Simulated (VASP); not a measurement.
# NaLu (Fm-3m) in VASP: further runs, part 2 of 2

VASP 6.6.1.

## Step 4: Single point, PBE

This run uses another cell than the first one, of 31.77 Å³/atom, 0.989 times its volume.

Input file INCAR:

```
SYSTEM = NaLu
  PREC = Accurate
  ENCUT = 520
  EDIFF = 1E-7
  ISMEAR = 0
  SIGMA = 0.1
  LREAL = .False.
  LASPH = .True.
  NELM = 100
  ALGO = Normal
  ISIF = 2
  LWAVE = .False.
  LCHARG = .True.
  GGA = PE
  LELF = .True.
  LVHAR = .True.
  NBANDS = 23
```

Input file KPOINTS:

```
regular mesh
0
Gamma
  6 6 6
  0 0 0
```

Input file POSCAR:

```
NaLu
1.0
    0.0000000000      3.1673227887      3.1673227887
    3.1673227887      0.0000000000      3.1673227887
    3.1673227887      3.1673227887      0.0000000000
Na Lu
1 1
Direct
    0.5000000000      0.5000000000      0.5000000000
    0.0000000000      0.0000000000      0.0000000000
```

On the command line:

```
$ cat potpaw_PBE.64/Na_pv/POTCAR potpaw_PBE.64/Lu/POTCAR > POTCAR
$ mpirun -np 1 vasp_std > vasp.out
```

Wall time 14 s (1 thread of Intel Xeon 6975P-C (Granite Rapids), shared host); peak memory 0.21 GiB.

It converged, with:

```
Free energy            : -4.0682 eV
Pressure               : 0.2 GPa
Band gap on the k mesh : zero (band 16 reaches 2.41 eV, above the bottom of band 17 at 1.00 eV)
```

Levels at points of the mesh, in eV from the Fermi level:
```
           k point  band 14  band 15  band 16  band 17  band 18  band 19
(0.00, 0.00, 0.00)    -6.29    -4.85     1.04     1.04     1.04     1.77
(0.50, 0.00, 0.00)    -6.28    -2.43    -1.06     0.91     0.91     2.63
(0.50, 0.50, 0.00)    -6.28    -1.58    -0.36    -0.34     1.81     2.49
```

Caveat: spin-orbit coupling is left out, which moves the levels of the heavy elements.

## Step 5: Relaxation of cell and atoms, PBE

This run uses another cell than the first one, of 21.20 Å³/atom, 0.660 times its volume.

Input file INCAR:

```
SYSTEM = NaLu
  PREC = Accurate
  ENCUT = 600
  EDIFF = 1E-6
  ISMEAR = 0
  SIGMA = 0.1
  LREAL = .FALSE.
  LASPH = .TRUE.
  NELM = 100
  ALGO = Normal
  ISIF = 3
  LWAVE = .FALSE.
  LCHARG = .FALSE.
  GGA = PE
  IBRION = 2
  NSW = 90
  EDIFFG = -0.04
```

Input file KPOINTS:

```
Automatic mesh
0
G
  6 6 6
  0 0 0
```

Input file POSCAR:

```
NaLu
1.0
    0.0000000000      2.7678467500      2.7678467500
    2.7678467500      0.0000000000      2.7678467500
    2.7678467500      2.7678467500      0.0000000000
Na Lu
1 1
Direct
    0.5000000000      0.5000000000      0.5000000000
    0.0000000000      0.0000000000      0.0000000000
```

On the command line:

```
$ cat potpaw_PBE.64/Na_pv/POTCAR potpaw_PBE.64/Lu/POTCAR > POTCAR
$ mpirun -np 1 vasp_std > vasp.out
```

Wall time 28 s (1 thread of Intel Xeon 6975P-C (Granite Rapids), shared host); peak memory 0.19 GiB.

Results (log left out):

```
Free energy                            : -4.0629 eV
Relaxed volume                         : 31.78 Å³/atom
Relaxed cell                           : a = 4.479 Å, b = 4.479 Å, c = 4.479 Å, α = 60.00°, β = 60.00°, γ = 60.00°
Space group after relaxing (to 0.05 Å) : Fm-3m (No. 225)
Energy gained by relaxing              : 439.5 meV/atom
Ionic steps                            : 4
Pressure after relaxing                : 0.1 GPa
Band gap on the k mesh                 : zero (band 16 reaches 2.41 eV, above the bottom of band 17 at 1.00 eV)
```

The path:
```csv
step,energy change (eV),largest force (eV/Å),pressure (GPa),volume (Å³)
1,0.0000,0.0000,18.31,42.41
2,-0.8533,0.0000,1.89,59.09
3,-0.8764,0.0000,0.51,62.27
4,-0.8789,0.0000,0.11,63.56
```

Final structure:
```
CELL_PARAMETERS angstrom
0.00000 3.16745 3.16745
3.16745 0.00000 3.16745
3.16745 3.16745 0.00000
ATOMIC_POSITIONS crystal
Na 0.50000 0.50000 0.50000
Lu 0.00000 0.00000 0.00000
```

Levels at points of the mesh, in eV from the Fermi level:
| k point | band 12 | band 13 | band 14 | band 15 | band 16 | band 17 | band 18 | band 19 | band 20 |
| --- | --- | --- | --- | --- | --- | --- | --- | --- | --- |
| (0.00, 0.00, 0.00) | -6.29 | -6.29 | -6.29 | -4.85 | 1.04 | 1.04 | 1.04 | 1.77 | 1.77 |
| (0.50, 0.00, 0.00) | -6.29 | -6.29 | -6.28 | -2.43 | -1.06 | 0.91 | 0.91 | 2.63 | 2.78 |
| (0.50, 0.50, 0.00) | -6.29 | -6.29 | -6.28 | -1.58 | -0.36 | -0.34 | 1.81 | 2.49 | 3.07 |

Caveat: the volume moved by over 15 % at a fixed basis, so the end points are rough; spin-orbit coupling is left out, which moves the levels of the heavy elements.

## Step 6: Single point, PBE

This run uses another cell than the first one, of 21.20 Å³/atom, 0.660 times its volume.

Input file INCAR:

```
  ALGO = Normal
  EDIFF = 1E-7
  ENCUT = 520
  GGA = PE
  ISIF = 2
  ISMEAR = 0
  LASPH = True
  LCHARG = False
  LREAL = False
  LWAVE = False
  NBANDS = 23
  NELM = 80
  PREC = Accurate
  SIGMA = 0.1
```

Input file KPOINTS:

```
k-points
0
Gamma
  6 6 6
```

POSCAR is that of step 5.

Potentials or basis: VASP PAW PBE potentials, release 64 (Na_pv, Lu).

On the command line:

```
$ cat potpaw_PBE.64/Na_pv/POTCAR potpaw_PBE.64/Lu/POTCAR > POTCAR
$ mpirun -np 1 vasp_std > vasp.out
```

Run time: 19 s. Hardware: 1 thread of Intel Xeon 6975P-C, shared host; peak memory 0.18 GiB.

It converged, with:

| Item | Value |
| --- | --- |
| Free energy | -3.1836 eV |
| Pressure | 18.2 GPa |
| Band gap on the k mesh | zero (band 16 reaches 4.25 eV, above the bottom of band 17 at 2.77 eV) |

Levels at points of the mesh, in eV from the Fermi level:
```tsv
k point	band 12	band 13	band 14	band 15	band 16	band 17	band 18	band 19	band 20	band 21
(0.00, 0.00, 0.00)	-5.41	-5.38	-5.38	-5.38	1.17	1.17	1.17	2.45	2.45	7.94
(0.50, 0.00, 0.00)	-5.41	-5.38	-5.38	-2.74	-0.65	1.26	1.26	4.22	4.22	4.66
(0.50, 0.50, 0.00)	-5.41	-5.41	-5.37	-1.59	-1.01	0.09	3.68	3.91	4.69	4.69
```

Caveat: spin-orbit coupling is left out, which moves the levels of the heavy elements.

## Step 7: Summary

| task | cell | k mesh | cutoff (eV) | gap on the mesh (eV) | pressure (GPa) | relaxed volume (Å³/atom) |
| --- | --- | --- | --- | --- | --- | --- |
| single point | a = 4.496 Å, angles 60.0°, 2 atoms | 16 × 16 × 16 | 520 | none | 0.0 | - |
| relaxation of cell and atoms | relaxed from a = 4.479 Å, angles 60.0°, 2 atoms | 16 × 16 × 16 | 600 | none | 0.0 | 32.27 |
| single point | a = 4.479 Å, angles 60.0°, 2 atoms | 6 × 6 × 6 | 520 | none | 0.2 | - |
| relaxation of cell and atoms | relaxed from a = 3.914 Å, angles 60.0°, 2 atoms | 6 × 6 × 6 | 600 | none | 0.1 | 31.78 |
| single point | a = 3.914 Å, angles 60.0°, 2 atoms | 6 × 6 × 6 | 520 | none | 18.2 | - |

Alike in all rows: level PBE; potentials or basis VASP PAW PBE potentials, release 64 (Na_pv, Lu); no spin polarisation; smearing gaussian 0.1 eV.

Caveats: spin-orbit coupling is left out, which moves the levels of the heavy elements; the volume moved by over 15 % at a fixed basis, so the end points are rough (some runs).

Total energies depend on the potentials used, so only differences within one code and one set of settings carry meaning.
